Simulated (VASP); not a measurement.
Here is a VASP 6.6.1 calculation.

File INCAR:

```
SYSTEM = SrO
  PREC = Accurate
  ENCUT = 520
  EDIFF = 1E-6
  ISMEAR = 0
  SIGMA = 0.02
  LREAL = .FALSE.
  LASPH = .TRUE.
  NELM = 80
  ALGO = Normal
  ISIF = 2
  LWAVE = .FALSE.
  LCHARG = .FALSE.
  GGA = PE
  NBANDS = 15
```

Contents of KPOINTS:

```
regular mesh
0
G
  8 8 8
  0 0 0
```

The input POSCAR:

```
SrO
1.0
    0.0000000000      2.6554257360      2.6554257360
    2.6554257360      0.0000000000      2.6554257360
    2.6554257360      2.6554257360      0.0000000000
Sr O
1 1
Direct
    0.0000000000      0.0000000000      0.0000000000
    0.5000000000      0.5000000000      0.5000000000
```

Potentials or basis: VASP PAW PBE potentials, release 64 (Sr_sv, O).

The run is started by

```console
$ cat potpaw_PBE.64/Sr_sv/POTCAR potpaw_PBE.64/O/POTCAR > POTCAR
$ mpirun -np 1 vasp_std > vasp.out
```

Problem. Estimate the pressure.

Solution. -4.5 GPa.

Problem. Predict the band gap on the k mesh.

Solution. 3.30 eV, indirect (least direct gap 3.33 eV).

Caveat: the cell differs from its parent crystal (strained). A k mesh can miss the band edges.
